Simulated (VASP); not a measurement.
Wanted: the native input for a VASP 6.6.1 run.

| Item | Value |
| --- | --- |
| Task | single point |
| Functional | r2SCAN |
| Potentials or basis | VASP PAW PBE potentials, release 64 (Sn_d) |
| Cutoff | 520 eV |
| k mesh | 10 × 10 × 10 |
| Occupations | fermi-dirac, width 0.1 eV |
| Spin | no spin polarisation |
| Dipole correction | no |
| Further INCAR settings | ALGO = Normal; EDIFF = 1e-06; NBANDS = 21 |

Crystal: Sn.

```
Sn
1.0
    -2.99551    2.99551    1.63522
     2.99551   -2.99551    1.63522
     2.99551    2.99551   -1.63522
Sn
2
Direct
  0.00000 0.00000 0.00000
  0.75000 0.25000 0.50000
```

One way to write it, as run:

POSCAR

```
Sn
1.0
   -2.9955085038      2.9955085038      1.6352157983
    2.9955085038     -2.9955085038      1.6352157983
    2.9955085038      2.9955085038     -1.6352157983
Sn
2
Direct
    0.0000000000      0.0000000000      0.0000000000
    0.7500000000      0.2500000000      0.5000000000
```

INCAR.step1

```
ALGO = Normal ; EDIFF = 1E-4
ENCUT = 520 ; GGA = PE
ISMEAR = -1 ; LASPH = T
LCHARG = F ; LREAL = F
LWAVE = T ; NBANDS = 21
NELM = 80 ; PREC = Accurate
SIGMA = 0.1
```

INCAR.step2

```
ALGO = Normal ; EDIFF = 1E-6
ENCUT = 520 ; ISIF = 2
ISMEAR = -1 ; ISTART = 1
LASPH = T ; LCHARG = T
LELF = T ; LMIXTAU = T
LREAL = F ; LVHAR = T
LWAVE = F ; METAGGA = R2SCAN
NBANDS = 21 ; NELM = 80
PREC = Accurate ; SIGMA = 0.1
```

KPOINTS

```
k-points
0
Gamma
  10 10 10
```

Potentials or basis: VASP PAW PBE potentials, release 64 (Sn_d).

Launch:

```bash
$ cat potpaw_PBE.64/Sn_d/POTCAR > POTCAR
$ cp INCAR.step1 INCAR
$ mpirun -np 1 vasp_std > vasp.out
$ cp INCAR.step2 INCAR
$ mpirun -np 1 vasp_std > vasp.out
```

It gave:

```yaml
Pressure: -2.8 GPa
Band_gap_on_the_k_mesh: zero (band 14 reaches 8.44 eV, above the bottom of band 15 at 4.67 eV)
```

Caveat: the PAW data sets were made with another functional, which shifts forces and pressure a little; spin-orbit coupling is left out, which moves the levels of the heavy elements.

It took 2.8 min on 1 thread of Intel(R) Xeon(R) 6975P-C (Granite Rapids) (shared host), peak memory 0.27 GiB.
